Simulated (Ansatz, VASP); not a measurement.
# LaNbO: VASP beside Ansatz

INCAR

```
ALGO = Normal
EDIFF = 1E-6
ENCUT = 520
GGA = PE
ISIF = 2
ISMEAR = 0
LASPH = True
LCHARG = True
LELF = True
LREAL = False
LVHAR = True
LWAVE = False
NBANDS = 22
NELM = 60
PREC = Accurate
SIGMA = 0.1
```

Contents of KPOINTS:

```
k-points
0
Gamma
  6 6 4
```

POSCAR

```
LaNbO
1.0
    3.1344870800      0.0000000000      0.0000000000
    0.0000000000      3.1344870800      0.0000000000
    0.0000000000      0.0000000000      6.1655820200
La Nb O
1 1 1
Direct
    0.0000000000      0.0000000000      0.9113463900
    0.0000000000      0.0000000000      0.3819785500
    0.5000000000      0.5000000000      0.6786826000
```

Input for Ansatz:

```yaml
crystal:
  lattice:
    - [3.13448708, 0.0, 0.0]
    - [0.0, 3.13448708, 0.0]
    - [0.0, 0.0, 6.16558202]
  atoms:
    - { symbol: La, position: [0.0, 0.0, 0.91134639] }
    - { symbol: Nb, position: [0.0, 0.0, 0.38197855] }
    - { symbol: O, position: [0.5, 0.5, 0.6786826] }
basis:
  ecutwfc: 420
kpoints:
  mp_grid: { grid: [6, 6, 4] }
hamiltonian:
  xc: pbe
scf:
  occupations: { method: gaussian, width: 0.1 }
  lower_state_search: "off"
output:
  forces: true
  stress: true
  eigenvalues: true
```

Alike in both runs: task single point; functional PBE; k mesh 6 × 6 × 4; occupations gaussian, width 0.1 eV; no spin polarisation.

```csv
,VASP,Ansatz
version,VASP 6.6.1,Ansatz 0.2.0
potentials or method,"VASP PAW PBE potentials, release 64 (La, Nb_sv, O), cutoff 520 eV","scalar-relativistic, plane waves, PAW"
valence electrons in the cell,30,30
```

```tsv
	VASP	Ansatz	Ansatz less VASP
gap on the k mesh at the Fermi level (eV)	none	none	-
pressure (GPa)	-10.0	-9.9	+0.09
traceless stress, the component that is largest in VASP (GPa)	-2.50	-2.53	-0.030
rms of the force components (eV/Å)	0.693	0.689	-0.0045
```

Atom by atom the forces differ by 0.005 eV/Å (rms over components). A gap of «none» marks a metal or a gap that the smearing closes. With one functional, cell and mesh, what is left measures potentials, basis and numerics.

Neither program's run includes spin-orbit coupling.
